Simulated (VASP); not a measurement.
CuO, 4 atoms in the cell. Symmetry: Cc, No. 9, monoclinic system. Conventional cell: a = 4.689 Å, b = 3.427 Å, c = 5.132 Å, α = 90.00°, β = 99.65°, γ = 90.00°. Within 2.5 Å of Cu (site symmetry 1) lie 4 O at 1.91 to 2.02 Å. O (site symmetry 1) has 4 Cu at 1.91 to 2.02 Å within 2.5 Å. 

* Program: VASP 6.6.1
* Task: single point
* Functional: PBE
* Potentials or basis: VASP PAW PBE potentials, release 64 (Cu, O)
* Cutoff: 520 eV
* k mesh: 16 × 16 × 8
* Occupations: gaussian, width 0.1 eV
* Spin: no spin polarisation
* Dipole correction: no
* Further INCAR settings: ALGO = Normal; EDIFF = 1e-06; NBANDS = 25

Potentials or basis: VASP PAW PBE potentials, release 64 (Cu, O).

Command:

```sh
$ cat potpaw_PBE.64/Cu/POTCAR potpaw_PBE.64/O/POTCAR > POTCAR
$ mpirun -np 1 vasp_std > vasp.out
```

Hardware: 1 thread of Intel(R) Xeon(R) Platinum 8259CL CPU @ 2.50GHz (Skylake/Cascade Lake) (shared host).

Question: Estimate the wall time of this run.

Answer: Run time: 7.1 min on 1 thread of Intel(R) Xeon(R) Platinum 8259CL CPU @ 2.50GHz (Skylake/Cascade Lake) (shared host), peak memory 0.54 GiB. Counts: scf iterations 15, k points 554.
